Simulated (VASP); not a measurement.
Here is a VASP 6.6.1 calculation.

Contents of INCAR:

```
SYSTEM = Li4TaO
PREC     = Accurate       ! precision mode
ENCUT    = 520            ! plane-wave cutoff, eV
EDIFF    = 1E-7           ! SCF threshold, eV
ISMEAR   = 0              ! smearing method
SIGMA    = 0.1            ! smearing width, eV
LREAL    = .FALSE.        ! projectors in reciprocal space
LASPH    = .TRUE.         ! aspherical terms in the spheres
NELM     = 150            ! most SCF steps
ALGO     = Normal         ! electronic algorithm
ISIF     = 2              ! what is computed and relaxed
LWAVE    = .FALSE.        ! write WAVECAR
LCHARG   = .FALSE.        ! write CHGCAR
ISPIN    = 2              ! spin polarisation
MAGMOM   = 0 0 0 0 1 0    ! initial moments
LORBIT   = 11             ! projections on sites
LMAXMIX  = 4              ! l up to which the mixer works
GGA      = PE             ! functional
NBANDS   = 28             ! bands
```

Contents of KPOINTS:

```
Automatic mesh
0
G
  6 6 4
  0 0 0
```

POSCAR

```
Li4TaO
1.0
    3.1393860100      0.0000000000      0.0000000000
   -1.5696930000      2.7187880300      0.0000000000
    0.0000000000      0.0000000000      6.9707714100
Li Ta O
4 1 1
Direct
    0.6666666700      0.3333333300      0.2336920100
    0.3333333300      0.6666666700      0.7663079900
    0.3333333300      0.6666666700      0.2336920100
    0.6666666700      0.3333333300      0.7663079900
    0.0000000000      0.0000000000      0.0000000000
    0.0000000000      0.0000000000      0.5000000000
```

Potentials or basis: VASP PAW PBE potentials, release 64 (Li_sv, Ta_pv, O).

Launch:

```sh
$ cat potpaw_PBE.64/Li_sv/POTCAR potpaw_PBE.64/Ta_pv/POTCAR potpaw_PBE.64/O/POTCAR > POTCAR
$ mpirun -np 1 vasp_std > vasp.out
```

(1) What does it give for the largest force?

(2) What does it give for the site moments?

(3) What does it give for the net moment?

Answers

(1) 4.434 eV/Å.

(2) Li +0.01; Ta +0.16; O -0.01 μB.

(3) 0.33 μB per cell.

Caveat: the k points lie up to 0.39 Å⁻¹ apart; forces of over 1 eV/Å act on the atoms, so gaps and moduli don't describe the material at rest.
